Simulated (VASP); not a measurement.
# Ni in VASP: single point with PBE

Aim: the single point of Ni with PBE.

Everything below comes from runs of VASP 6.6.1. Logs are shortened: lines on timing, memory, paths and dates and some standing lists are left out, and cuts for length are marked.

### Step 1. The cell of the first run

The cell holds a sheet with vacuum, 1 atom: a = 2.259 Å, b = 2.259 Å, c = 23.800 Å, α = 90.00°, β = 90.00°, γ = 90.00°.

### Step 2. Single point, PBE, collinear spin, ferromagnetic start

Contents of POSCAR:

```
Ni
1.0
    2.2590885093      0.0000000000      0.0000000000
    0.0000000000      2.2590885093      0.0000000000
    0.0000000000      0.0000000000     23.8000000000
Ni
1
Direct
    0.0000000000      0.0000000000      0.2941176471
```

Contents of INCAR.step1:

```
PREC     = Accurate       # precision mode
ENCUT    = 520            # plane-wave cutoff, eV
EDIFF    = 1E-6           # SCF threshold, eV
ISMEAR   = 0              # smearing method
SIGMA    = 0.1            # smearing width, eV
LREAL    = False          # projectors in reciprocal space
LASPH    = True           # aspherical terms in the spheres
NELM     = 150            # most SCF steps
ALGO     = Normal         # electronic algorithm
ISIF     = 2              # what is computed and relaxed
LWAVE    = False          # write WAVECAR
LCHARG   = True           # write CHGCAR
ISPIN    = 2              # spin polarisation
MAGMOM   = 0.99           # initial moments
LMAXMIX  = 4              # l up to which the mixer works
LDIPOL   = True         
IDIPOL   = 3            
DIPOL    = 0.5 0.5 0.294
GGA      = PE             # functional
NBANDS   = 15             # bands
```

Contents of KPOINTS.step1:

```
regular mesh
0
Gamma
  24 24 1
```

Contents of INCAR.step2:

```
PREC     = Accurate       # precision mode
ENCUT    = 520            # plane-wave cutoff, eV
EDIFF    = 1E-6           # SCF threshold, eV
ISMEAR   = -5             # smearing method
SIGMA    = 0.1            # smearing width, eV
LREAL    = False          # projectors in reciprocal space
LASPH    = True           # aspherical terms in the spheres
NELM     = 150            # most SCF steps
ALGO     = Normal         # electronic algorithm
ISIF     = 2              # what is computed and relaxed
LWAVE    = False          # write WAVECAR
LCHARG   = False          # write CHGCAR
ISPIN    = 2              # spin polarisation
MAGMOM   = 0.99           # initial moments
LORBIT   = 10             # projections on sites
LMAXMIX  = 4              # l up to which the mixer works
LDIPOL   = True         
IDIPOL   = 3            
DIPOL    = 0.5 0.5 0.294
GGA      = PE             # functional
NBANDS   = 15             # bands
NEDOS    = 2001           # points of the DOS
ICHARG   = 11             # starting density
```

Contents of KPOINTS.step2:

```
regular mesh
0
Gamma
  36 36 1
```

Potentials or basis: VASP PAW PBE potentials, release 64 (Ni).

Launch:

```bash
$ cat potpaw_PBE.64/Ni/POTCAR > POTCAR
$ cp INCAR.step1 INCAR
$ cp KPOINTS.step1 KPOINTS
$ mpirun -np 1 vasp_std > vasp.out
$ cp INCAR.step2 INCAR
$ cp KPOINTS.step2 KPOINTS
$ mpirun -np 1 vasp_std > vasp.out
```

OUTCAR:

```text
PREC = Accurate
   ENCUT = 520
   EDIFF = 1E-6
   ISMEAR = -5
   LREAL = False
   LASPH = True
   NELM = 150
   ISIF = 2
   ISPIN = 2
   LORBIT = 10
   GGA = PE
   ICHARG = 11

 ion  position               nearest neighbor table
   1  0.000  0.000  0.294-

  LATTYP: Found a simple tetragonal cell.
 ALAT       =     2.2590885093
 C/A-ratio  =    10.5352224590

  Lattice vectors:

 A1 = (   2.2590885093,   0.0000000000,   0.0000000000)
 A2 = (   0.0000000000,   2.2590885093,   0.0000000000)
 A3 = (   0.0000000000,   0.0000000000,  23.8000000000)

Analysis of symmetry for initial positions (statically):
=====================================================================
 Subroutine PRICEL returns:
 Original cell was already a primitive cell.

 Routine SETGRP: Setting up the symmetry group for a
 simple tetragonal supercell.

 Subroutine GETGRP returns: Found 16 space group operations
 (whereof  8 operations were pure point group operations)
 out of a pool of 16 trial point group operations.

The static configuration has the point symmetry C_4v.
 The point group associated with its full space group is D_4h.

Analysis of symmetry for dynamics (positions and initial velocities):
=====================================================================
 Subroutine PRICEL returns:
 Original cell was already a primitive cell.

 Routine SETGRP: Setting up the symmetry group for a
 simple tetragonal supercell.

 Subroutine GETGRP returns: Found 16 space group operations
 (whereof  8 operations were pure point group operations)
 out of a pool of 16 trial point group operations.

The dynamic configuration has the point symmetry C_4v.
 The point group associated with its full space group is D_4h.

Analysis of structural, dynamic, and magnetic symmetry:
=====================================================================
 Subroutine PRICEL returns:
 Original cell was already a primitive cell.

 Routine SETGRP: Setting up the symmetry group for a
 simple tetragonal supercell.

 Subroutine GETGRP returns: Found 16 space group operations
 (whereof  8 operations were pure point group operations)
 out of a pool of 16 trial point group operations.

The overall configuration has the point symmetry C_4v.
 The point group associated with its full space group is D_4h.

 Subroutine INISYM returns: Found 16 space group operations
 (whereof  8 operations are pure point group operations),
 and found     1 'primitive' translations

----------------------------------------------------------------------------------------

[... 137 lines left out ...]
  ---------------------------------------------------
  free energy    TOTEN  =        -3.95294237 eV

  energy without entropy =       -3.95294237  energy(sigma->0) =       -3.95294237

 E-fermi :  -3.8889     XC(G=0):  -1.9613

 val. band max:       -3.8905526187   @ k =   0.4444   0.3056   0.0000
 cond. band min:      -3.8878765010   @ k =   0.1944   0.1389   0.0000
 fundamental gap:      0.0026761177
 Fermi energy:        -3.8889343163

 spin component 1

 k-point     1 :       0.0000    0.0000    0.0000
  band No.  band energies     occupation
      1      -9.7469      1.00000
      2      -7.7213      1.00000
      3      -5.8586      1.00000
      4      -4.7498      1.00000
      5      -4.7498      1.00000
      6      -4.4813      1.00000
      7      -3.0933      0.00000
      8       0.9777      0.00000
      9       1.4339      0.00000
     10       1.4766      0.00000
     11       2.3785      0.00000
     12       2.6102      0.00000
     13       3.9974      0.00000
     14       4.3673      0.00000
[... 403 lines left out ...]
      4      -5.3963      1.00000
      5      -4.7410      1.00000
      6      -4.6960      1.00000
      7      -2.0895      0.00000
      8       1.5455      0.00000
      9       2.0391      0.00000
     10       2.0621      0.00000
     11       2.9855      0.00000
     12       3.1853      0.00000
     13       4.6075      0.00000
     14       4.9358      0.00000
     15       6.8768      0.00000

 [... further k-points ...]

 spin component 2

 k-point     1 :       0.0000    0.0000    0.0000
  band No.  band energies     occupation
      1      -9.6516      1.00000
      2      -7.1026      1.00000
      3      -5.4231      1.00000
      4      -3.5898      0.00000
      5      -3.5898      0.00000
      6      -3.2993      0.00000
      7      -3.1387      0.00000
      8       0.9424      0.00000
      9       1.3965      0.00000
     10       1.4857      0.00000
     11       2.3560      0.00000
     12       2.6139      0.00000
     13       3.9865      0.00000
     14       4.3629      0.00000
[... 403 lines left out ...]
      4      -4.4760      1.00000
      5      -3.5826      0.00000
      6      -3.5310      0.00000
      7      -1.9250      0.00000
      8       1.5075      0.00000
      9       2.0062      0.00000
     10       2.0712      0.00000
     11       2.9653      0.00000
     12       3.1876      0.00000
     13       4.5991      0.00000
     14       4.9292      0.00000
     15       6.8702      0.00000

 [... further k-points ...]

------------------------ aborting loop because EDIFF is reached ----------------------------------------

 vacuum level on the upper side and lower side of the slab       (xc-potential included)        -0.216        -0.221

  FORCE on cell =-STRESS in cart. coord.  units (eV):
  Direction    XX          YY          ZZ          XY          YZ          ZX
  --------------------------------------------------------------------------------------
  -------------------------------------------------------------------------------------
  Total        0.3344677      0.3344677      0.2686621      0.0000000      0.0000000      0.0000000
  in kB        4.4118561      4.4118561      3.5438355      0.0000000      0.0000000      0.0000000
  external PRESSURE =       4.1225159 kB  Pullay stress =       0.0000000 kB

 VOLUME and BASIS-vectors are now :
 -----------------------------------------------------------------------------
  energy-cutoff  :      520.00
  volume of cell :      121.46
      direct lattice vectors                 reciprocal lattice vectors
     2.259088509  0.000000000  0.000000000     0.442656406  0.000000000  0.000000000
     0.000000000  2.259088509  0.000000000     0.000000000  0.442656406  0.000000000
     0.000000000  0.000000000 23.800000000     0.000000000  0.000000000  0.042016807

 POSITION                                       TOTAL-FORCE (eV/Angst)
 -----------------------------------------------------------------------------------
      0.00000      0.00000      7.00000         0.000000      0.000000     -0.000000
 -----------------------------------------------------------------------------------
    total drift:                               -0.000000     -0.000000     -0.027754

  FREE ENERGIE OF THE ION-ELECTRON SYSTEM (eV)
  ---------------------------------------------------
  free  energy   TOTEN  =        -3.9529423668 eV

  energy  without entropy=       -3.9529423668  energy(sigma->0) =       -3.95294237

 vacuum level on the upper side and lower side of the slab         1.133         1.128

 total charge

# of ion       s       p       d       tot
------------------------------------------
    1        0.537   0.294   8.331   9.162

 magnetization (x)

# of ion       s       p       d       tot
------------------------------------------
    1        0.007  -0.010   0.876   0.872
```

OSZICAR.step1:

```text
N       E                     dE             d eps       ncg     rms          rms(c)
DAV:   1     0.460844850781E+02    0.46084E+02   -0.34744E+03  5468   0.474E+02
DAV:   2    -0.302206425205E+01   -0.49107E+02   -0.44800E+02  6306   0.120E+02
DAV:   3    -0.448799220016E+01   -0.14659E+01   -0.14624E+01  6736   0.239E+01
[... 18 lines left out ...]
DAV:  22    -0.395895316563E+01   -0.10525E-04   -0.71813E-07  5880   0.269E-03    0.778E-04
DAV:  23    -0.395895627283E+01   -0.31072E-05   -0.48350E-07  5789   0.210E-03    0.526E-04
DAV:  24    -0.395895948340E+01   -0.32106E-05   -0.29109E-07  6195   0.144E-03    0.397E-04
DAV:  25    -0.395896173310E+01   -0.22497E-05   -0.13361E-07  5915   0.882E-04    0.254E-04
DAV:  26    -0.395896254320E+01   -0.81009E-06   -0.21268E-08  5911   0.574E-04
   1 F= -.39589625E+01 E0= -.39538033E+01  d E =-.103185E-01  mag=     0.8548
```

It took 14 min on 1 thread of Intel Xeon Platinum 8488C (Sapphire Rapids), shared host; peak memory 0.63 GiB.

Results:

```
Net moment                                            : 0.85 μB per cell
Site moments                                          : Ni +0.87 μB
Valence electrons inside the program's atomic spheres : Ni 9.16
```

Levels at points of the mesh, in eV from the Fermi level:
Spin up:
| k point | band 3 | band 4 | band 5 | band 6 | band 7 | band 8 |
| --- | --- | --- | --- | --- | --- | --- |
| (0.00, 0.00, 0.00) | -1.97 | -0.86 | -0.86 | -0.59 | 0.80 | 4.87 |
| (0.50, 0.00, 0.00) | -1.68 | -0.95 | -0.70 | 1.44 | 5.50 | 7.83 |
| (0.50, 0.50, 0.00) | -2.34 | -0.59 | 0.41 | 8.41 | 8.41 | 13.46 |
Spin down:
```tsv
k point	band 2	band 3	band 4	band 5	band 6	band 7
(0.00, 0.00, 0.00)	-3.21	-1.53	0.30	0.30	0.59	0.75
(0.50, 0.00, 0.00)	-2.08	-0.57	-0.40	0.48	1.44	5.83
(0.50, 0.50, 0.00)	-1.32	-1.32	0.00	1.20	8.50	8.50
```
